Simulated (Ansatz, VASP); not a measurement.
## SnO2: VASP beside Ansatz

File INCAR:

```
SYSTEM = SnO2
ALGO = Normal
EDIFF = 1E-6
ENCUT = 520
GGA = PE
ISIF = 2
ISMEAR = 0
LASPH = .TRUE.
LCHARG = .FALSE.
LREAL = .FALSE.
LWAVE = .FALSE.
NBANDS = 35
NELM = 60
PREC = Accurate
SIGMA = 0.02
```

File KPOINTS:

```
k-points
0
G
  6 6 8
  0 0 0
```

The input POSCAR:

```
SnO2
1.0
    4.8274196559      0.0000000000      0.0000000000
    0.0000000000      4.8274196559      0.0000000000
    0.0000000000      0.0000000000      3.2380690887
Sn O
2 4
Direct
    0.0000000000      0.0000000000      0.0000000000
    0.5000000000      0.5000000000      0.5000000000
    0.3065442634      0.3065442634      0.0000000000
    0.1934557366      0.8065442634      0.5000000000
    0.6934557366      0.6934557366      0.0000000000
    0.8065442634      0.1934557366      0.5000000000
```

Input for Ansatz:

```yaml
crystal:
  lattice:
    - [4.8274196571, 0.0, 0.0]
    - [0.0, 4.8274196571, 0.0]
    - [0.0, 0.0, 3.2380690932]
  atoms:
    - { symbol: Sn, position: [0.0, 0.0, 0.0] }
    - { symbol: Sn, position: [0.5, 0.5, 0.5] }
    - { symbol: O, position: [0.3065442635, 0.3065442635, 0.0] }
    - { symbol: O, position: [0.1934557365, 0.8065442635, 0.5] }
    - { symbol: O, position: [0.6934557365, 0.6934557365, 0.0] }
    - { symbol: O, position: [0.8065442635, 0.1934557365, 0.5] }
basis:
  ecutwfc: 420
kpoints:
  mp_grid: { grid: [6, 6, 8] }
  band_path:
    path:
      - [[0.0, 0.0, 0.0], [0.0, 0.5, 0.0], [0.5, 0.5, 0.0], [0.0, 0.0, 0.0], [0.0, 0.0, 0.5], [0.0, 0.5, 0.5], [0.5, 0.5, 0.5], [0.0, 0.0, 0.5]]
      - [[0.0, 0.5, 0.0], [0.0, 0.5, 0.5]]
      - [[0.5, 0.5, 0.0], [0.5, 0.5, 0.5]]
    npoints: 14
hamiltonian:
  xc: pbe
scf:
  occupations: { method: gaussian, width: 0.02 }
  n_extra_bands: 15
output:
  forces: true
  stress: true
  eigenvalues: true
  populations: true
  dos: { projected: true, de: 0.02, nscf_kmesh: { grid: [9, 9, 12] } }
  bader: true
  write_density: true
  write_potential: true
  elf: true
  volumetric_format: npy
```

Alike in both runs: task single point; functional PBE; k mesh 6 × 6 × 8; occupations gaussian, width 0.02 eV; no spin polarisation.

|  | VASP | Ansatz |
| --- | --- | --- |
| version | VASP 6.6.1 | Ansatz 0.2.0 |
| potentials or method | VASP PAW PBE potentials, release 64 (Sn_d, O), cutoff 520 eV | scalar-relativistic, plane waves, PAW |
| valence electrons in the cell | 52 | 52 |

```tsv
	VASP	Ansatz	Ansatz less VASP
gap on the k mesh at the Fermi level (eV)	0.67	0.68	+0.012
least direct gap on the mesh (eV)	0.67	0.68	+0.012
pressure (GPa)	0.6	0.0	-0.61
traceless stress, the component that is largest in VASP (GPa)	0.19	0.00	-0.198
rms of the force components (eV/Å)	0.006	0.002	-0.0035
```

Atom by atom the forces differ by 0.008 eV/Å (rms over components).
